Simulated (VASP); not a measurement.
# Sn (I4_1/amd) in VASP: further runs

Runs on Sn. Level: PBEsol. Tasks: single point.

Everything below comes from runs of VASP 6.6.1. Logs are shortened: lines on timing, memory, paths and dates and some standing lists are left out, and cuts for length are marked.

## (1) The cell of the first run

Symmetry: I4_1/amd, No. 141, tetragonal system. The conventional cell has a = 4.590 Å, b = 4.590 Å, c = 6.621 Å, α = 90.00°, β = 90.00°, γ = 90.00°. Sn (site symmetry -4m2) has 4 Sn at 2.83 Å within 3.7 Å.

## (2) Single point, PBEsol (strain +0.0200 x Voigt [0, 1, 0, 0, 0, 0])

INCAR

```
SYSTEM = Sn
PREC = Accurate
ENCUT = 520
EDIFF = 1E-6
ISMEAR = 0
SIGMA = 0.15
LREAL = .False.
LASPH = .True.
NELM = 60
ALGO = Fast
ISIF = 2
LWAVE = .False.
LCHARG = .False.
GGA = PS
NBANDS = 21
```

KPOINTS

```
Automatic mesh
0
Gamma
  12 12 12
  0 0 0
```

POSCAR

```
Sn
1.0
    0.0000000000      3.3105120000      3.2456000000
    3.2456000000      0.0000000000      3.2456000000
    3.2456000000      3.3105120000      0.0000000000
Sn
2
Direct
    0.5000000000      0.5000000000      0.5000000000
    0.7500000000      0.7500000000      0.7500000000
```

Potentials or basis: VASP PAW PBE potentials, release 64 (Sn_d).

Launch:

```sh
$ cat potpaw_PBE.64/Sn_d/POTCAR > POTCAR
$ mpirun -np 1 vasp_std > vasp.out
```

OUTCAR:

```text
SYSTEM = Sn
   PREC = Accurate
   ENCUT = 520
   EDIFF = 1E-6
   ISMEAR = 0
   LREAL = .False.
   LASPH = .True.
   NELM = 60
   ISIF = 2
   GGA = PS

 ion  position               nearest neighbor table
   1  0.500  0.500  0.500-   2 2.83   2 2.83   2 2.83   2 2.83
   2  0.750  0.750  0.750-   1 2.83   1 2.83   1 2.83   1 2.83

  LATTYP: Found a body centered tetragonal cell.
 ALAT       =     4.5899715380
 C/A-ratio  =     1.4424978336

  Lattice vectors:

 A1 = (   0.0000000000,  -3.3105120000,   3.2456000000)
 A2 = (   0.0000000000,  -3.3105120000,  -3.2456000000)
 A3 = (   3.2456000000,   3.3105120000,   0.0000000000)

Analysis of symmetry for initial positions (statically):
=====================================================================
 Subroutine PRICEL returns:
 Original cell was already a primitive cell.

 Routine SETGRP: Setting up the symmetry group for a
 body centered tetragonal supercell.

 Subroutine GETGRP returns: Found 16 space group operations
 (whereof  8 operations were pure point group operations)
 out of a pool of 16 trial point group operations.

The static configuration has the point symmetry D_2d.
 The point group associated with its full space group is D_4h.

Analysis of symmetry for dynamics (positions and initial velocities):
=====================================================================
 Subroutine PRICEL returns:
 Original cell was already a primitive cell.

 Routine SETGRP: Setting up the symmetry group for a
 body centered tetragonal supercell.

 Subroutine GETGRP returns: Found 16 space group operations
 (whereof  8 operations were pure point group operations)
 out of a pool of 16 trial point group operations.

The dynamic configuration has the point symmetry D_2d.
 The point group associated with its full space group is D_4h.

 Subroutine INISYM returns: Found 16 space group operations
 (whereof  8 operations are pure point group operations),
 and found     1 'primitive' translations

----------------------------------------------------------------------------------------

                                     Primitive cell

  volume of cell :      69.7453

  direct lattice vectors                    reciprocal lattice vectors
     0.000000000  3.310512000  3.245600000    -0.154054720  0.151034039  0.154054720
     3.245600000  0.000000000  3.245600000     0.154054720 -0.151034039  0.154054720
     3.245600000  3.310512000  0.000000000     0.154054720  0.151034039 -0.154054720

  length of vectors
     4.636098474  4.589971538  4.636098474     0.265098085  0.265098085  0.265098085

  position of ions in fractional coordinates (direct lattice)
     0.500000000  0.500000000  0.500000000
     0.750000000  0.750000000  0.750000000

  ion indices of the primitive-cell ions
   primitive index   ion index
                 1           1
                 2           2

----------------------------------------------------------------------------------------

 KPOINTS: Automatic mesh

Automatic generation of k-mesh.
 Grid dimensions read from file:
 generate k-points for:   12   12   12

 Generating k-lattice:

  Cartesian coordinates                     Fractional coordinates (reciprocal lattice)
    -0.012837893  0.012586170  0.012837893     0.083333333  0.000000000  0.000000000
     0.012837893 -0.012586170  0.012837893     0.000000000  0.083333333  0.000000000
     0.012837893  0.012586170 -0.012837893     0.000000000  0.000000000  0.083333333

  Length of vectors
     0.022091507  0.022091507  0.022091507

  Shift w.r.t. Gamma in fractional coordinates (k-lattice)
     0.000000000  0.000000000  0.000000000

 Subroutine IBZKPT returns following result:
 ===========================================

 Found    163 irreducible k-points:

 Following reciprocal coordinates:
            Coordinates               Weight
  0.000000  0.000000  0.000000      1.000000
  0.083333  0.000000 -0.000000      8.000000
  0.166667  0.000000  0.000000      8.000000
  0.250000  0.000000 -0.000000      8.000000
  0.333333  0.000000 -0.000000      8.000000
  0.416667  0.000000  0.000000      8.000000
[... 16 lines left out ...]
  0.500000  0.166667 -0.000000     16.000000
 -0.416667  0.166667  0.000000     16.000000
 [... further k-points ...]
   k-points           NKPTS =    163   k-points in BZ     NKDIM =    163   number of bands    NBANDS=     21
   number of dos      NEDOS =    301   number of ions     NIONS =      2
   total plane-waves  NPLWV =  46656
   dimension x,y,z NGX =    36 NGY =   36 NGZ =   36
   dimension x,y,z NGXF=    72 NGYF=   72 NGZF=   72
   ions per type =               2
   NGX,Y,Z   is equivalent  to a cutoff of  12.91, 13.04, 12.91 a.u.
   NGXF,Y,Z  is equivalent  to a cutoff of  25.82, 26.08, 25.82 a.u.
 SYSTEM =  Sn
   PREC   = accura    normal or accurate (medium, high low for compatibility)
   ISTART =      0    job   : 0-new  1-cont  2-samecut
   ICHARG =      2    charge: 1-file 2-atom 10-const
   ISPIN  =      1    spin polarized calculation?
   LNONCOLLINEAR =      F non collinear calculations
   LSORBIT =      F    spin-orbit coupling
   LASPH  =      T    aspherical Exc in radial PAW
   ENCUT  =  520.0 eV  38.22 Ry    6.18 a.u.   8.62  8.53  8.62*2*pi/ulx,y,z
   NELM   =     60;   NELMIN=  2; NELMDL= -5     # of ELM steps
   EDIFF  = 0.1E-05   stopping-criterion for ELM
   LREAL  =      F    real-space projection
   EDIFFG = 0.1E-04   stopping-criterion for IOM
   NSW    =      0    number of steps for IOM
   IBRION =     -1    ionic relax: 0-MD 1-quasi-New 2-CG
   NFREE  =      0    steps in history (QN), initial steepest desc. (CG)
   ISIF   =      2    stress and relaxation
   ISYM   =      2    0-nonsym 1-usesym 2-fastsym
   POTIM  = 0.5000    time-step for ionic-motion
   TEBEG  =    0.0;   TEEND  =   0.0 temperature during run
   PSTRESS=    0.0 pullay stress
   NELECT =      28.0000    total number of electrons
   NUPDOWN=      -1.0000    fix difference up-down
   EMIN   =  10.00;   EMAX   =-10.00  energy-range for DOS
   EFERMI =   0.00;   METHOD = LEGACY
   ISMEAR =     0;   SIGMA  =   0.15  broadening in eV -4-tet -1-fermi 0-gaus
   EFERMI_NEDOS =   21; number of points for ismear=-14 and -15
   IALGO  =     68    algorithm
   IMIX   =      4    mixing-type and parameters
     AMIX     =   0.40;   BMIX     =  1.00
     AMIX_MAG =   1.60;   BMIX_MAG =  1.00
  volume/ion in A,a.u.               =      34.87       235.33
  Fermi-wavevector in a.u.,A,eV,Ry     =   1.207691  2.282205 19.844332  1.458517
  Thomas-Fermi vector in A             =   2.343321
   LORBIT       =      0    0 simple, 1 ext, 2 COOP (PROOUT), +10 PAW based schemes
   GGA     = PS    functional components
   LHFCALC =     F    Hartree Fock is set to
   AEXX    =    0.0000 exact exchange contribution
   IVDW    =     0    specifies the selected vdW correction
   LEPSILON=     F    determine dielectric tensor
   LRPA    =     F    only Hartree local field effects (RPA)
 non-spin polarized calculation
 RMM-DIIS sequential band-by-band and
 Gauss-broadening in eV      SIGMA  =   0.15
  energy-cutoff  :      520.00
  volume of cell :       69.75
 maximum number of plane-waves:      1907
   NGX = 17   NGY = 17   NGZ = 17

 number of electron      27.9999990 magnetization

 Free energy of the ion-electron system (eV)
  ---------------------------------------------------
  ext. energy  EPLUGINS =         0.00000000
  ---------------------------------------------------
  free energy    TOTEN  =        -8.46463109 eV

  energy without entropy =       -8.46251670  energy(sigma->0) =       -8.46357389

 E-fermi :   5.2671     XC(G=0):  -8.9771

 val. band max:        5.2669651322   @ k =  -0.0833   0.0000   0.0833
 cond. band min:       5.2674550527   @ k =   0.0833   0.0000  -0.0000
 fundamental gap:      0.0004899205
 Fermi energy:         5.2671406557

 k-point     1 :       0.0000    0.0000    0.0000
  band No.  band energies     occupation
      1     -16.2886      2.00000
      2     -16.2886      2.00000
      3     -16.2814      2.00000
      4     -16.2297      2.00000
      5     -16.2273      2.00000
      6     -15.9413      2.00000
[... 13 lines left out ...]
     20      13.0248      0.00000
     21      13.3104      0.00000

 k-point     2 :       0.0833    0.0000   -0.0000
  band No.  band energies     occupation
      1     -16.2938      2.00000
      2     -16.2905      2.00000
      3     -16.2833      2.00000
      4     -16.2223      2.00000
      5     -16.2204      2.00000
      6     -15.9497      2.00000
[... 13 lines left out ...]
     20      12.4439      0.00000
     21      12.6968      0.00000

 k-point     3 :       0.1667    0.0000    0.0000
  band No.  band energies     occupation
      1     -16.3041      2.00000
      2     -16.2992      2.00000
      3     -16.2800      2.00000
      4     -16.2067      2.00000
      5     -16.2056      2.00000
      6     -15.9643      2.00000
[... 13 lines left out ...]
     20      12.0469      0.00000
     21      12.2156      0.00000

 k-point     4 :       0.2500    0.0000   -0.0000
  band No.  band energies     occupation
      1     -16.3134      2.00000
      2     -16.3076      2.00000
      3     -16.2739      2.00000
      4     -16.1911      2.00000
      5     -16.1905      2.00000
      6     -15.9782      2.00000
[... 13 lines left out ...]
     20      12.0747      0.00000
     21      12.1378      0.00000

 k-point     5 :       0.3333    0.0000   -0.0000
  band No.  band energies     occupation
      1     -16.3199      2.00000
      2     -16.3131      2.00000
      3     -16.2673      2.00000
      4     -16.1792      2.00000
      5     -16.1792      2.00000
      6     -15.9878      2.00000
[... 13 lines left out ...]
     20      12.5318      0.00000
     21      12.5587      0.00000
[... 382 lines left out ...]
     20      12.8420      0.00000
     21      13.5419      0.00000

 k-point    22 :       0.4167    0.1667   -0.0000
  band No.  band energies     occupation
      1     -16.3369      2.00000
      2     -16.3186      2.00000
      3     -16.2491      2.00000
      4     -16.1658      2.00000
      5     -16.1412      2.00000
      6     -16.0444      2.00000
[... 13 lines left out ...]
     20      13.4403      0.00000
     21      14.1223      0.00000

 k-point    23 :       0.5000    0.1667   -0.0000
  band No.  band energies     occupation
      1     -16.3432      2.00000
      2     -16.3233      2.00000
      3     -16.2345      2.00000
      4     -16.1536      2.00000
      5     -16.1448      2.00000
      6     -16.0365      2.00000
[... 13 lines left out ...]
     20      13.7969      0.00000
     21      14.1394      0.00000

 k-point    24 :      -0.4167    0.1667    0.0000
  band No.  band energies     occupation
      1     -16.3443      2.00000
      2     -16.3262      2.00000
      3     -16.2280      2.00000
      4     -16.1564      2.00000
      5     -16.1448      2.00000
      6     -16.0225      2.00000
[... 13 lines left out ...]
     20      13.0578      0.00000
     21      13.2301      0.00000

 [... further k-points ...]
[... 5 lines left out ...]
  --------------------------------------------------------------------------------------
  -------------------------------------------------------------------------------------
  Total        0.0886843     -0.1761299      0.0886843      0.0000000      0.0000000      0.0000000
  in kB        2.0372389     -4.0460248      2.0372389      0.0000000      0.0000000      0.0000000
  external PRESSURE =       0.0094843 kB  Pullay stress =       0.0000000 kB

 VOLUME and BASIS-vectors are now :
 -----------------------------------------------------------------------------
  energy-cutoff  :      520.00
  volume of cell :       69.75
      direct lattice vectors                 reciprocal lattice vectors
     0.000000000  3.310512000  3.245600000    -0.154054720  0.151034039  0.154054720
     3.245600000  0.000000000  3.245600000     0.154054720 -0.151034039  0.154054720
     3.245600000  3.310512000  0.000000000     0.154054720  0.151034039 -0.154054720

 POSITION                                       TOTAL-FORCE (eV/Angst)
 -----------------------------------------------------------------------------------
      3.24560      3.31051      3.24560        -0.000000     -0.000000     -0.000000
      4.86840      4.96577      4.86840         0.000000      0.000000      0.000000
 -----------------------------------------------------------------------------------
    total drift:                                0.000000      0.000000      0.000000

  FREE ENERGIE OF THE ION-ELECTRON SYSTEM (eV)
  ---------------------------------------------------
  free  energy   TOTEN  =        -8.4646310885 eV

  energy  without entropy=       -8.4625166981  energy(sigma->0) =       -8.46357389
```

Run time: 1.9 min. Hardware: 1 thread of Intel Xeon Platinum 8559C (Emerald Rapids), shared host; peak memory 0.33 GiB.

Results:

| Item | Value |
| --- | --- |
| Free energy | -8.4646 eV |
| Pressure | 0.0 GPa |
| Band gap on the k mesh | zero (band 14 reaches 5.40 eV, above the bottom of band 15 at 5.17 eV) |

Caveat: the cell differs from its parent crystal (strain +0.0200 x Voigt [0, 1, 0, 0, 0, 0]); the PAW data sets were made with another functional, which shifts forces and pressure a little; spin-orbit coupling is left out, which moves the levels of the heavy elements.

(Continued in part 2 of 2.)
